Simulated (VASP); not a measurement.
# Rh (Fm-3m) in VASP: notebook

Rh is run at these levels: MS2, PBE0, PBE; tasks: relaxation of cell and atoms, single point.

Program: VASP 6.6.1. These are calculated values, not measurements. Logs are shortened: lines on timing, memory, paths and dates and some standing lists are left out, and cuts for length are marked.

## (1) The cell of the first run

It takes space group Fm-3m (No. 225, cubic). The conventional cell has a = 3.833 Å, b = 3.833 Å, c = 3.833 Å, α = 90.00°, β = 90.00°, γ = 90.00°. Rh (site symmetry m-3m) has 12 Rh at 2.71 Å within 3.6 Å.

## (2) Relaxation of cell and atoms, MS2 (14.08 Å³/atom)

The input, POSCAR:

```
Rh
1.0
    0.0000000000      1.9166418162      1.9166418162
    1.9166418162      0.0000000000      1.9166418162
    1.9166418162      1.9166418162      0.0000000000
Rh
1
Direct
    0.0000000000      0.0000000000      0.0000000000
```

The input, INCAR.step1:

```
SYSTEM = Rh
METAGGA = MS2
ISMEAR = 1
SIGMA = 0.05
LWAVE = .False.
LCHARG = .False.
NSW = 80
PREC = Accurate
LASPH = .True.
LREAL = .False.
ALGO = Normal
EDIFF = 1E-7
NELM = 120
GGA_COMPAT = .False.
IBRION = 2
ISIF = 3
EDIFFG = -0.002
NELMIN = 4
ENCUT = 640
LMIXTAU = .True.
KPAR = 4
POTIM = 0.5
```

The input, INCAR.step4:

```
SYSTEM = Rh
METAGGA = MS2
ISMEAR = 1
SIGMA = 0.05
LWAVE = .False.
LCHARG = .False.
PREC = Accurate
LASPH = .True.
LREAL = .False.
ALGO = Normal
EDIFF = 1E-7
NELM = 120
GGA_COMPAT = .False.
ISIF = 2
ENCUT = 640
LMIXTAU = .True.
KPAR = 4
```

The input, KPOINTS:

```
Automatic mesh
0
Gamma
  16 16 16
  0 0 0
```

Potentials or basis: VASP PAW PBE potentials, release 64 (Rh_pv).

On the command line:

```console
$ cat potpaw_PBE.64/Rh_pv/POTCAR > POTCAR
$ cp INCAR.step1 INCAR
$ cp POSCAR.step1 POSCAR
$ mpirun -np 4 vasp_std > vasp.out
$ cp CONTCAR POSCAR
$ mpirun -np 4 vasp_std > vasp.out
$ cp CONTCAR POSCAR
$ mpirun -np 4 vasp_std > vasp.out
$ cp CONTCAR POSCAR
$ cp INCAR.step4 INCAR
$ mpirun -np 4 vasp_std > vasp.out
```

OUTCAR:

```text
SYSTEM = Rh
   METAGGA = MS2
   ISMEAR = 1
   PREC = Accurate
   LASPH = .True.
   LREAL = .False.
   EDIFF = 1E-7
   NELM = 120
   ISIF = 2
   ENCUT = 640

 ion  position               nearest neighbor table
   1  0.000  0.000  0.000-

  LATTYP: Found a face centered cubic cell.
 ALAT       =     3.7947950702

  Lattice vectors:

 A1 = (   0.0000000000,   1.8973975351,   1.8973975351)
 A2 = (   1.8973975351,   0.0000000000,   1.8973975351)
 A3 = (   1.8973975351,   1.8973975351,   0.0000000000)

Analysis of symmetry for initial positions (statically):
=====================================================================
 Subroutine PRICEL returns:
 Original cell was already a primitive cell.

 Routine SETGRP: Setting up the symmetry group for a
 face centered cubic supercell.

 Subroutine GETGRP returns: Found 48 space group operations
 (whereof 48 operations were pure point group operations)
 out of a pool of 48 trial point group operations.

The static configuration has the point symmetry O_h .

Analysis of symmetry for dynamics (positions and initial velocities):
=====================================================================
 Subroutine PRICEL returns:
 Original cell was already a primitive cell.

 Routine SETGRP: Setting up the symmetry group for a
 face centered cubic supercell.

 Subroutine GETGRP returns: Found 48 space group operations
 (whereof 48 operations were pure point group operations)
 out of a pool of 48 trial point group operations.

The dynamic configuration has the point symmetry O_h .

 Subroutine INISYM returns: Found 48 space group operations
 (whereof 48 operations are pure point group operations),
 and found     1 'primitive' translations

----------------------------------------------------------------------------------------

                                     Primitive cell

  volume of cell :      13.6617

  direct lattice vectors                    reciprocal lattice vectors
     0.000000000  1.897397535  1.897397535    -0.263518841  0.263518841  0.263518841
     1.897397535  0.000000000  1.897397535     0.263518841 -0.263518841  0.263518841
     1.897397535  1.897397535  0.000000000     0.263518841  0.263518841 -0.263518841

  length of vectors
     2.683325327  2.683325327  2.683325327     0.456428022  0.456428022  0.456428022

  position of ions in fractional coordinates (direct lattice)
     0.000000000  0.000000000  0.000000000

  ion indices of the primitive-cell ions
   primitive index   ion index
                 1           1

----------------------------------------------------------------------------------------

 KPOINTS: Automatic mesh

Automatic generation of k-mesh.
 Grid dimensions read from file:
 generate k-points for:   16   16   16

 Generating k-lattice:

  Cartesian coordinates                     Fractional coordinates (reciprocal lattice)
    -0.016469928  0.016469928  0.016469928     0.062500000  0.000000000  0.000000000
     0.016469928 -0.016469928  0.016469928     0.000000000  0.062500000  0.000000000
     0.016469928  0.016469928 -0.016469928     0.000000000  0.000000000  0.062500000

  Length of vectors
     0.028526751  0.028526751  0.028526751

  Shift w.r.t. Gamma in fractional coordinates (k-lattice)
     0.000000000  0.000000000  0.000000000

 Subroutine IBZKPT returns following result:
 ===========================================

 Found    145 irreducible k-points:

 Following reciprocal coordinates:
            Coordinates               Weight
  0.000000  0.000000  0.000000      1.000000
  0.062500  0.000000  0.000000      8.000000
  0.125000  0.000000  0.000000      8.000000
  0.187500  0.000000  0.000000      8.000000
  0.250000  0.000000  0.000000      8.000000
  0.312500  0.000000  0.000000      8.000000
[... 16 lines left out ...]
 -0.125000  0.062500  0.000000     24.000000
 -0.062500  0.062500  0.000000     12.000000
 [... further k-points ...]
   k-points           NKPTS =    145   k-points in BZ     NKDIM =    145   number of bands    NBANDS=     11
   number of dos      NEDOS =    301   number of ions     NIONS =      1
   total plane-waves  NPLWV =  13824
   dimension x,y,z NGX =    24 NGY =   24 NGZ =   24
   dimension x,y,z NGXF=    48 NGYF=   48 NGZF=   48
   ions per type =               1
   NGX,Y,Z   is equivalent  to a cutoff of  14.87, 14.87, 14.87 a.u.
   NGXF,Y,Z  is equivalent  to a cutoff of  29.74, 29.74, 29.74 a.u.
 SYSTEM =  Rh
   PREC   = accura    normal or accurate (medium, high low for compatibility)
   ISTART =      0    job   : 0-new  1-cont  2-samecut
   ICHARG =      2    charge: 1-file 2-atom 10-const
   ISPIN  =      1    spin polarized calculation?
   LNONCOLLINEAR =      F non collinear calculations
   LSORBIT =      F    spin-orbit coupling
   LASPH  =      T    aspherical Exc in radial PAW
   ENCUT  =  640.0 eV  47.04 Ry    6.86 a.u.   5.54  5.54  5.54*2*pi/ulx,y,z
   NELM   =    120;   NELMIN=  2; NELMDL=  0     # of ELM steps
   EDIFF  = 0.1E-06   stopping-criterion for ELM
   LREAL  =      F    real-space projection
   EDIFFG = 0.1E-05   stopping-criterion for IOM
   NSW    =      0    number of steps for IOM
   IBRION =     -1    ionic relax: 0-MD 1-quasi-New 2-CG
   NFREE  =      0    steps in history (QN), initial steepest desc. (CG)
   ISIF   =      2    stress and relaxation
   ISYM   =      2    0-nonsym 1-usesym 2-fastsym
   POTIM  = 0.5000    time-step for ionic-motion
   TEBEG  =    0.0;   TEEND  =   0.0 temperature during run

   SCALEE = 1.0000    scale energy and forces
   PSTRESS=    0.0 pullay stress
   NELECT =      15.0000    total number of electrons
   NUPDOWN=      -1.0000    fix difference up-down
   EMIN   =  10.00;   EMAX   =-10.00  energy-range for DOS
   EFERMI =   0.00;   METHOD = LEGACY
   ISMEAR =     1;   SIGMA  =   0.05  broadening in eV -4-tet -1-fermi 0-gaus
   EFERMI_NEDOS =   21; number of points for ismear=-14 and -15
   IALGO  =     38    algorithm
   IMIX   =      4    mixing-type and parameters
     AMIX     =   0.40;   BMIX     =  1.00
     AMIX_MAG =   1.60;   BMIX_MAG =  1.00
  volume/ion in A,a.u.               =      13.66        92.19
  Fermi-wavevector in a.u.,A,eV,Ry     =   1.688899  3.191556 38.808967  2.852379
  Thomas-Fermi vector in A             =   2.771122
   LORBIT       =      0    0 simple, 1 ext, 2 COOP (PROOUT), +10 PAW based schemes
   METAGGA = MS2    functional components
   LHFCALC =     F    Hartree Fock is set to
   AEXX    =    0.0000 exact exchange contribution
   IVDW    =     0    specifies the selected vdW correction
   LEPSILON=     F    determine dielectric tensor
   LRPA    =     F    only Hartree local field effects (RPA)

   CSHIFT  =0.1000    complex shift for real part using Kramers Kronig

   OMEGAMAX=  -1.0    maximum frequency
 non-spin polarized calculation
 Methfessel and Paxton  Order N= 1 SIGMA  =   0.05
  energy-cutoff  :      640.00
  volume of cell :       13.66
 maximum number of plane-waves:       531
 NGX is ok and might be reduce to    24
   NGX = 11   NGY = 11   NGZ = 11

 number of electron      15.0000002 magnetization

 Free energy of the ion-electron system (eV)
  ---------------------------------------------------
  ext. energy  EPLUGINS =         0.00000000
  ---------------------------------------------------
  free energy    TOTEN  =        -5.50219542 eV

  energy without entropy =       -5.50205833  energy(sigma->0) =       -5.50214972

 E-fermi :  11.9124     XC(G=0): -14.9006

 val. band max:       11.9051760892   @ k =  -0.3750   0.1250   0.0000
 cond. band min:      11.9191165672   @ k =   0.4375   0.1250   0.0625
 fundamental gap:      0.0139404779
 Fermi energy:        11.9124283737

 k-point     1 :       0.0000    0.0000    0.0000
  band No.  band energies     occupation
      1     -35.4372      2.00000
      2     -35.4372      2.00000
      3     -35.4372      2.00000
      4       3.7435      2.00000
      5       8.8814      2.00000
      6       8.8814      2.00000
      7       8.8814      2.00000
      8      10.7697      2.00000
      9      10.7697      2.00000
     10      28.2023      0.00000
     11      29.5218      0.00000

 k-point     2 :       0.0625    0.0000    0.0000
  band No.  band energies     occupation
      1     -35.4665      2.00000
      2     -35.4411      2.00000
      3     -35.4411      2.00000
      4       3.9033      2.00000
      5       8.8079      2.00000
      6       8.9446      2.00000
      7       8.9446      2.00000
      8      10.7353      2.00000
      9      10.7353      2.00000
     10      28.4335      0.00000
     11      29.5167      0.00000

 k-point     3 :       0.1250    0.0000    0.0000
  band No.  band energies     occupation
      1     -35.5493      2.00000
      2     -35.4524      2.00000
      3     -35.4524      2.00000
      4       4.3561      2.00000
      5       8.6326      2.00000
      6       9.0979      2.00000
      7       9.0979      2.00000
      8      10.6755      2.00000
      9      10.6755      2.00000
     10      29.0237      0.00000
     11      29.4886      0.00000

 k-point     4 :       0.1875    0.0000    0.0000
  band No.  band energies     occupation
      1     -35.6722      2.00000
      2     -35.4691      2.00000
      3     -35.4691      2.00000
      4       4.9991      2.00000
      5       8.4999      2.00000
      6       9.2182      2.00000
      7       9.2183      2.00000
      8      10.7270      2.00000
      9      10.7270      2.00000
     10      28.9489      0.00000
     11      29.6432      0.00000
[... 239 lines left out ...]
 k-point    22 :      -0.1875    0.0625    0.0000
  band No.  band energies     occupation
      1     -35.7247      2.00000
      2     -35.5033      2.00000
      3     -35.4678      2.00000
      4       5.3497      2.00000
      5       8.3670      2.00000
      6       9.2478      2.00000
      7       9.3196      2.00000
      8      10.4624      2.00000
      9      11.1812      2.00000
     10      28.4777      0.00000
     11      29.6339      0.00000

 k-point    23 :      -0.1250    0.0625    0.0000
  band No.  band energies     occupation
      1     -35.5985      2.00000
      2     -35.4803      2.00000
      3     -35.4521      2.00000
      4       4.6892      2.00000
      5       8.4673      2.00000
      6       9.2138      2.00000
      7       9.2254      2.00000
      8      10.4255      2.00000
      9      10.8992      2.00000
     10      29.3819      0.00000
     11      29.4740      0.00000

 k-point    24 :      -0.0625    0.0625    0.0000
  band No.  band energies     occupation
      1     -35.5075      2.00000
      2     -35.4585      2.00000
      3     -35.4427      2.00000
      4       4.1620      2.00000
      5       8.6712      2.00000
      6       9.0326      2.00000
      7       9.0770      2.00000
      8      10.5804      2.00000
      9      10.7994      2.00000
     10      28.7920      0.00000
     11      29.5058      0.00000

 [... further k-points ...]

------------------------ aborting loop because EDIFF is reached ----------------------------------------

  FORCE on cell =-STRESS in cart. coord.  units (eV):
  Direction    XX          YY          ZZ          XY          YZ          ZX
  --------------------------------------------------------------------------------------
  -------------------------------------------------------------------------------------
  Total       -0.0019876     -0.0019876     -0.0019876     -0.0000000     -0.0000000      0.0000000
  in kB       -0.2330974     -0.2330974     -0.2330974     -0.0000000     -0.0000000      0.0000000
  external PRESSURE =      -0.2330974 kB  Pullay stress =       0.0000000 kB

 VOLUME and BASIS-vectors are now :
 -----------------------------------------------------------------------------
  energy-cutoff  :      640.00
  volume of cell :       13.66
      direct lattice vectors                 reciprocal lattice vectors
     0.000000000  1.897397535  1.897397535    -0.263518841  0.263518841  0.263518841
     1.897397535  0.000000000  1.897397535     0.263518841 -0.263518841  0.263518841
     1.897397535  1.897397535  0.000000000     0.263518841  0.263518841 -0.263518841

 POSITION                                       TOTAL-FORCE (eV/Angst)
 -----------------------------------------------------------------------------------
      0.00000      0.00000      0.00000        -0.000000      0.000000      0.000000
 -----------------------------------------------------------------------------------
    total drift:                                0.000000     -0.000000     -0.000000

  FREE ENERGIE OF THE ION-ELECTRON SYSTEM (eV)
  ---------------------------------------------------
  free  energy   TOTEN  =        -5.5021954243 eV

  energy  without entropy=       -5.5020583253  energy(sigma->0) =       -5.50214972
```

Wall time 4.2 min (4 MPI ranks of AMD EPYC 9R45 (Zen 5), shared host); peak memory 0.15 GiB.

What came out:

| Quantity | Value |
| --- | --- |
| Free energy | -5.5022 eV |
| Relaxed volume | 13.66 Å³/atom |
| Relaxed cell | a = 2.683 Å, b = 2.683 Å, c = 2.683 Å, α = 60.00°, β = 60.00°, γ = 60.00° |
| Space group after relaxing (to 0.1 Å) | Fm-3m (No. 225) |
| Energy gained by relaxing | 11.1 meV/atom |
| Ionic steps | 8 |
| Pressure after relaxing | 0.0 GPa |
| Band gap on the k mesh | zero (an odd number of electrons rules out a gap without spin polarisation) |

The path:
```
step  energy change (eV)  largest force (eV/Å)  pressure (GPa)  volume (Å³)
   1              0.0000                0.0000           -8.25        14.08
   2              0.0676                0.0000           27.43        12.65
   3             -0.0115                0.0000           -0.13        13.67
   4             -0.0115                0.0000            0.05        13.66
   5             -0.0115                0.0000           -0.11        13.67
   6             -0.0115                0.0000            0.00        13.66
   7             -0.0111                0.0000           -0.02        13.66
   8             -0.0111                0.0000           -0.02        13.66
```

Final structure:
```yaml
crystal:
  lattice:
    - [0.00000, 1.89740, 1.89740]
    - [1.89740, 0.00000, 1.89740]
    - [1.89740, 1.89740, 0.00000]
  atoms:
    - { symbol: Rh, position: [0.00000, 0.00000, 0.00000] }
```

Levels at points of the mesh, in eV from the Fermi level:
```csv
k point,band 3,band 4,band 5,band 6,band 7,band 8,band 9,band 10,band 11
"(0.00, 0.00, 0.00)",-47.35,-8.17,-3.03,-3.03,-3.03,-1.14,-1.14,16.29,17.61
"(0.50, 0.00, 0.00)",-47.45,-6.22,-3.25,-3.25,0.61,0.63,0.63,8.83,15.75
"(0.50, 0.50, 0.00)",-47.62,-6.56,-6.02,0.41,1.18,1.18,3.20,12.29,13.48
```

Caveat: the PAW data sets were made with another functional, which shifts forces and pressure a little.

## (3) Single point, PBE0

This run uses another cell than the first one, of 13.67 Å³/atom.

The input, POSCAR:

```
Rh
1.0
    0.0000000000      1.8978500000      1.8978500000
    1.8978500000      0.0000000000      1.8978500000
    1.8978500000      1.8978500000      0.0000000000
Rh
1
Direct
    0.0000000000      0.0000000000      0.0000000000
```

The input, INCAR.step1:

```
SYSTEM = Rh
ALGO = Normal ; EDIFF = 1E-5
ENCUT = 520 ; GGA = PE
ISIF = 2 ; ISMEAR = -1
LASPH = .True. ; LCHARG = .False.
LREAL = .False. ; LWAVE = .True.
NBANDS = 14 ; NELM = 60
PREC = Accurate ; SIGMA = 0.05
```

The input, INCAR.step2:

```
SYSTEM = Rh
AEXX = 0.25 ; ALGO = Normal
EDIFF = 1E-6 ; ENCUT = 520
GGA = PE ; ISIF = 2
ISMEAR = -1 ; ISTART = 1
LASPH = .True. ; LCHARG = .False.
LHFCALC = .True. ; LREAL = .False.
LWAVE = .False. ; NBANDS = 14
NELM = 60 ; PREC = Accurate
PRECFOCK = Normal ; SIGMA = 0.05
```

The input, KPOINTS:

```
k-points
0
Gamma
  6 6 6
  0 0 0
```

Potentials or basis: VASP PAW PBE potentials, release 64 (Rh_pv).

On the command line:

```console
$ cat potpaw_PBE.64/Rh_pv/POTCAR > POTCAR
$ cp INCAR.step1 INCAR
$ mpirun -np 1 vasp_std > vasp.out
$ cp INCAR.step2 INCAR
$ mpirun -np 1 vasp_std > vasp.out
```

Wall time 26 min (1 thread of AMD EPYC 7R43 (Zen 3), shared host); peak memory 0.1 GiB.

The run converged. Its results:

```yaml
Free_energy: -9.1668 eV
Pressure: -2.6 GPa
Band_gap_on_the_k_mesh: zero (an odd number of electrons rules out a gap without spin polarisation)
```

Levels at points of the mesh, in eV from the Fermi level:
| k point | band 4 | band 5 | band 6 | band 7 | band 8 | band 9 | band 10 | band 11 |
| --- | --- | --- | --- | --- | --- | --- | --- | --- |
| (0.00, 0.00, 0.00) | -9.16 | -4.08 | -4.08 | -4.08 | -1.93 | -1.93 | 17.66 | 23.39 |
| (0.50, 0.00, 0.00) | -7.41 | -4.32 | -4.32 | 1.01 | 1.01 | 1.30 | 10.39 | 17.13 |
| (0.50, 0.50, 0.00) | -7.81 | -7.30 | 0.64 | 1.61 | 1.61 | 4.13 | 14.12 | 15.02 |

Caveat: the k points lie up to 0.48 Å⁻¹ apart, too coarse for converged energies and pressures of a metal; the PAW data sets were made with another functional, which shifts forces and pressure a little.

[end of part 1 of 2]
